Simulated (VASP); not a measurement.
Runs of VASP 6.6.1 on CaO. The structure is that of space group Pm-3m (No. 221), or close to it. The cells are those of the table. 

```csv
cell,gap on the mesh (eV),pressure (GPa)
"a = 2.951 Å, 2 atoms",2.77,-1.2
"a = 2.854 Å, 2 atoms",(b),11.5
"a = 2.903 Å, 2 atoms",2.76,4.3
"a = 2.803 Å, 2 atoms",(a),20.8
"a = 2.997 Å, 2 atoms",2.77,(c)
```

Alike in all rows: task single point; level PBE; potentials or basis VASP PAW PBE potentials, release 64 (Ca_sv, O); no spin polarisation; k mesh 6 × 6 × 6; cutoff (eV) 520; smearing gaussian 0.01 eV.

Q: Estimate the missing entries.

A: (a) 2.69; (b) 2.73; (c) -5.5.

A k mesh can miss the band edges.
